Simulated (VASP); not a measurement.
Runs of VASP 6.6.1 on C. The structure is that of space group Fd-3m (No. 227), or close to it. The cells are those of the table. 

```tsv
cell	smearing	gap on the mesh (eV)	pressure (GPa)
a = 2.515, b = 2.438 Å, angles 61.0, 58.0, 61.0°, 2 atoms	gaussian 0.02 eV	(a)	14.9
a = 2.491 Å, angles 60.0°, 2 atoms	gaussian 0.02 eV	(c)	(b)
a = 2.530 Å, angles 60.0°, 2 atoms	gaussian 0.01 eV	4.02	-8.5
a = 2.513 Å, angles 60.0°, 2 atoms	gaussian 0.05 eV	4.07	0.1
```

Alike in all rows: task single point; level PBEsol; potentials or basis VASP PAW PBE potentials, release 64 (C_h); no spin polarisation; k mesh 12 × 12 × 12; cutoff (eV) 1300.

Fill in the values left out.

(a) 3.36; (b) 12.7; (c) 4.13.

Caveats: the PAW data sets were made with another functional, which shifts forces and pressure a little; the stress differs along the axes, from -26 to 35 GPa (at least some runs); the cell stands under pressure (at least some runs); the cell stands under tension (at least some runs).

A k mesh can miss the band edges.
